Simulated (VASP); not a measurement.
Input of a VASP 6.6.1 run:

INCAR

```
SYSTEM = Na
PREC = Accurate
ENCUT = 520
EDIFF = 1E-6
ISMEAR = 0
SIGMA = 0.1
LREAL = .False.
LASPH = .True.
NELM = 80
ALGO = Fast
ISIF = 2
LWAVE = .False.
LCHARG = .False.
GGA = PS
NBANDS = 26
```

KPOINTS

```
regular mesh
0
Gamma
  8 8 4
  0 0 0
```

POSCAR

```
Na
1.0
    3.4382018081     -3.4377506215      0.0000000000
    3.4382018081      3.4377506215      0.0000000000
    0.0000000000      0.0000000000      8.7317202043
Na
5
Direct
    0.5000000000      0.0000000000      0.3060835205
    0.0000000000      0.5000000000      0.6939164795
    0.0000000000      0.5000000000      0.3060835205
    0.5000000000      0.0000000000      0.6939164795
    0.0000000000      0.0000000000      0.0000000000
```

Potentials or basis: VASP PAW PBE potentials, release 64 (Na_pv).

The run is started by

```sh
$ cat potpaw_PBE.64/Na_pv/POTCAR > POTCAR
$ mpirun -np 1 vasp_std > vasp.out
```

Problem. Estimate the largest force.

Solution. 0.008 eV/Å.

Problem. Estimate the pressure.

Solution. 0.0 GPa.

Problem. Predict the band gap on the k mesh.

Solution. Zero (an odd number of electrons rules out a gap without spin polarisation).

Forces on the atoms (eV/Å):
```
Na   0.000  0.000  0.008
Na   0.000  0.000 -0.008
Na   0.000  0.000  0.008
Na   0.000  0.000 -0.008
Na   0.000  0.000  0.000
```

Caveat: the PAW data sets were made with another functional, which shifts forces and pressure a little.
